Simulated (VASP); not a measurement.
# SiC4: relaxation of cell and atoms with PBE

The system is SiC4.

```xyz
5
Lattice="2.4153 -3.5850 -0.0198 2.4153 3.5850 -0.0198 -1.5833 0.0000 3.8366" Properties=species:S:1:pos:R:3 pbc="T T T"
Si    2.4153    0.0000   -0.0198
C    -0.1351    0.0000    2.1104
C     3.3825    0.0000    1.6865
C     2.1522    0.0000    2.3732
C     1.0951    0.0000    1.4238
```

* Program: VASP 6.6.1
* Task: relaxation of cell and atoms
* Functional: PBE
* Potentials or basis: VASP PAW PBE potentials, release 64 (Si, C)
* Cutoff: 600 eV
* k mesh: 10 × 10 × 10
* Occupations: gaussian, width 0.1 eV
* Spin: no spin polarisation
* Dipole correction: no
* Further INCAR settings: ALGO = Normal; EDIFF = 1e-06; IBRION = 2; EDIFFG = -0.01; NSW = 100; ISIF = 3

* Relaxed volume: 13.13 Å³/atom
* Relaxed cell: a = 4.299 Å, b = 4.299 Å, c = 4.149 Å, α = 102.65°, β = 102.65°, γ = 111.62°
* Space group after relaxing (to 0.05 Å): C2/m (No. 12)
* Energy gained by relaxing: 0.1 meV/atom
* Ionic steps: 17
* Pressure after relaxing: 0.0 GPa
* Largest force after relaxing: 0.004 eV/Å
* Band gap on the k mesh: zero (band 10 reaches 4.02 eV, above the bottom of band 11 at 2.64 eV)

Forces on the atoms (eV/Å):
```
Si   0.000  0.000  0.000
C   -0.004  0.000  0.002
C    0.004  0.000 -0.002
C    0.002  0.000 -0.002
C   -0.002  0.000  0.002
```

The path:
```
step  energy change (eV)  largest force (eV/Å)  pressure (GPa)  volume (Å³)
   1              0.0000                0.0567            0.00        66.22
   2              0.0002                0.1192           -0.37        66.21
   3             -0.0001                0.0135           -0.12        66.22
   4             -0.0001                0.0155           -0.03        66.14
   5             -0.0001                0.0203           -0.02        66.12
   6             -0.0002                0.0121            0.02        66.06
   7             -0.0002                0.0232            0.03        66.03
   8             -0.0002                0.0136            0.00        66.00
   9             -0.0002                0.0214           -0.05        65.93
  10             -0.0002                0.0157           -0.04        65.94
  11             -0.0002                0.0162           -0.03        65.90
  12             -0.0003                0.0291            0.01        65.79
  13             -0.0003                0.0222           -0.01        65.76
  14             -0.0003                0.0141           -0.02        65.68
  15             -0.0003                0.0147           -0.03        65.67
  16             -0.0003                0.0159           -0.02        65.66
  17             -0.0003                0.0041           -0.02        65.64
```

Final structure:
```
CELL_PARAMETERS angstrom
2.41560 -3.55597 -0.02059
2.41560 3.55597 -0.02059
-1.58472 0.00000 3.83453
ATOMIC_POSITIONS crystal
Si 0.50000 0.50000 0.00000
C 0.15280 0.15280 0.55140
C 0.84720 0.84720 0.44860
C 0.65066 0.65066 0.62580
C 0.34934 0.34934 0.37420
```

Levels at points of the mesh, in eV from the Fermi level:
| k point | band 7 | band 8 | band 9 | band 10 | band 11 | band 12 | band 13 | band 14 |
| --- | --- | --- | --- | --- | --- | --- | --- | --- |
| (0.00, 0.00, 0.00) | -4.74 | -4.22 | -2.70 | -0.53 | -0.33 | 3.08 | 4.34 | 5.30 |
| (0.50, 0.00, 0.00) | -4.71 | -3.79 | -3.11 | -1.97 | 2.41 | 3.36 | 4.02 | 5.72 |
| (0.50, 0.50, 0.00) | -4.94 | -4.12 | -2.79 | 0.74 | 0.75 | 2.32 | 4.29 | 5.70 |
| (0.00, 0.00, 0.50) | -4.30 | -2.38 | -0.81 | -0.68 | -0.15 | 1.23 | 2.46 | 6.38 |
| (0.50, 0.00, 0.50) | -4.12 | -3.72 | -1.06 | 0.10 | 0.25 | 3.34 | 4.38 | 6.03 |
| (0.50, 0.50, 0.50) | -4.34 | -2.53 | -1.47 | -0.03 | 0.52 | 0.89 | 2.20 | 7.61 |

It took 29 min on 1 thread of AMD EPYC 9R45 (Zen 5) (shared host), peak memory 0.38 GiB.
